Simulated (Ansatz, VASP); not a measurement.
**One calculation of Te2H, two programs**

```
H Te
1.0
     6.02786    0.00000    0.00000
     0.00000    3.35457    0.00000
     0.00000    0.00000   13.50080
H Te
4 8
Direct
  0.54140 0.00000 0.98510
  0.45860 0.50000 0.48510
  0.90050 0.50000 0.00000
  0.09950 0.00000 0.50000
  0.29410 0.50000 0.09650
  0.70590 0.00000 0.59650
  0.35590 0.00000 0.34490
  0.64410 0.50000 0.84490
  0.85170 0.50000 0.38930
  0.14830 0.00000 0.88930
  0.80020 0.00000 0.14000
  0.19980 0.50000 0.64000
```

Alike in both runs: task single point; functional PBE; k mesh 4 × 8 × 2; occupations gaussian, width 0.016 eV; no spin polarisation.

|  | VASP | Ansatz |
| --- | --- | --- |
| version | VASP 6.6.1 | Ansatz 0.2.0 |
| potentials or method | VASP PAW PBE potentials, release 64 (H, Te), cutoff 520 eV | PAW plane waves |
| valence electrons in the cell | 52 | 132 |

|  | VASP | Ansatz | Ansatz less VASP |
| --- | --- | --- | --- |
| pressure (GPa) | -5.1 | -5.0 | +0.09 |
| traceless stress, the component that is largest in VASP (GPa) | 1.22 | 1.22 | 0.000 |
| rms of the force components (eV/Å) | 0.280 | 0.280 | -0.0007 |

Atom by atom the forces differ by 0.002 eV/Å (rms over components). VASP's potentials hold 52 valence electrons a cell and Ansatz's 132, so a difference there can come from the potentials and not from the codes.

Neither program's run includes spin-orbit coupling.
